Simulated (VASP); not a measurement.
Here is a VASP 6.6.1 calculation.

Contents of INCAR:

```
PREC = Accurate
ENCUT = 520
EDIFF = 1E-7
ISMEAR = 0
SIGMA = 0.05
LREAL = F
LASPH = T
NELM = 60
ALGO = Normal
ISIF = 2
LWAVE = F
LCHARG = F
GGA = PE
IVDW = 12
NBANDS = 16
```

The input KPOINTS:

```
regular mesh
0
Gamma
  12 12 4
```

POSCAR

```
BN
1.0
    2.4664318287      0.0000000000      0.0000000000
   -1.2332159144      2.1685204268      0.0000000000
    0.0000000000      0.0000000000      6.6612000000
B N
2 2
Direct
    0.3333333333      0.6666666667      0.2500000000
    0.6666666667      0.3333333333      0.7500000000
    0.3333333333      0.6666666667      0.7500000000
    0.6666666667      0.3333333333      0.2500000000
```

Potentials or basis: VASP PAW PBE potentials, release 64 (B, N).

Launch:

```sh
$ cat potpaw_PBE.64/B/POTCAR potpaw_PBE.64/N/POTCAR > POTCAR
$ mpirun -np 1 vasp_std > vasp.out
```

**Question.** What does it give for the pressure?

**Answer.** 6.4 GPa.

**Question.** What does it give for the dispersion energy per atom?

**Answer.** -0.143 eV.

**Question.** What does it give for the largest force?

**Answer.** 0.212 eV/Å.

Forces in eV/Å, atoms in the order of the input:
```
B    0.000  0.210  0.000
B    0.000 -0.210  0.000
N    0.000  0.212  0.000
N    0.000 -0.212  0.000
```

Caveat: the cell differs from its parent crystal (strain -0.0150 x Voigt [1, 0, 0, 0, 0, 0]).
